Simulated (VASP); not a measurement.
A run of VASP 6.6.1:

POSCAR

```
Br
1.0
    3.4968262690     -2.0736279842      0.0000000000
    3.4968262690      2.0736279842      0.0000000000
    0.0000000000      0.0000000000      8.5752373927
Br
4
Direct
    0.8487824555      0.1512175445      0.1190908492
    0.6512175445      0.3487824555      0.6190908492
    0.1512175445      0.8487824555      0.8809091508
    0.3487824555      0.6512175445      0.3809091508
```

File INCAR.step1:

```
ALGO = Normal
EDIFF = 1E-4
ENCUT = 520
GGA = PE
ISMEAR = 0
LASPH = T
LCHARG = F
LREAL = F
LWAVE = T
NBANDS = 22
NELM = 80
PREC = Accurate
SIGMA = 0.02
```

Contents of INCAR.step2:

```
ALGO = Normal
EDIFF = 1E-7
ENCUT = 520
ISIF = 2
ISMEAR = 0
ISTART = 1
LASPH = T
LCHARG = T
LELF = T
LMIXTAU = T
LREAL = F
LVHAR = T
LWAVE = F
METAGGA = R2SCAN
NBANDS = 22
NELM = 80
PREC = Accurate
SIGMA = 0.02
```

File KPOINTS:

```
k-points
0
Gamma
  8 8 4
```

Potentials or basis: VASP PAW PBE potentials, release 64 (Br).

Run with:

```sh
$ cat potpaw_PBE.64/Br/POTCAR > POTCAR
$ cp INCAR.step1 INCAR
$ mpirun -np 1 vasp_std > vasp.out
$ cp INCAR.step2 INCAR
$ mpirun -np 1 vasp_std > vasp.out
```

Hardware: 1 thread of Oxide Virtual Turin-like Processor (shared host).

Q: How long does it take, and how much memory?

A: It took 12 min on 1 thread of Oxide Virtual Turin-like Processor, with other jobs on the host, peak memory 0.28 GiB. Counts: k points 63.
